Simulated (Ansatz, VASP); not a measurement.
## One calculation of Si, two programs

```xyz
2
Lattice="0.0000 2.7419 2.7419 2.7419 0.0000 2.7419 2.7419 2.7419 0.0000" Properties=species:S:1:pos:R:3 pbc="T T T"
Si    0.6855    0.6855    0.6855
Si    4.7983    4.7983    4.7983
```

Alike in both runs: task single point; functional PBE; k mesh 4 × 4 × 4; no spin polarisation.

|  | VASP | Ansatz |
| --- | --- | --- |
| version | VASP 6.6.1 | Ansatz 0.2 development build |
| potentials or method | VASP PAW PBE potentials, release 64 (Si), cutoff 500 eV | all-electron full-potential LAPW, scalar-relativistic |
| occupations | gaussian, width 0.01 eV | fixed |

Ansatz gave:

| Property | Result |
| --- | --- |
| gap on the k mesh at the Fermi level (eV) | 0.75 |
| pressure (GPa) | -0.1 |

Problem. What did VASP give for the same quantities?

Solution. gap on the k mesh at the Fermi level (eV): 0.75; pressure (GPa): -0.2.

Ansatz ran all-electron here, and VASP with PAW potentials.

The k mesh is coarse, so the values compare programs but aren't converged.
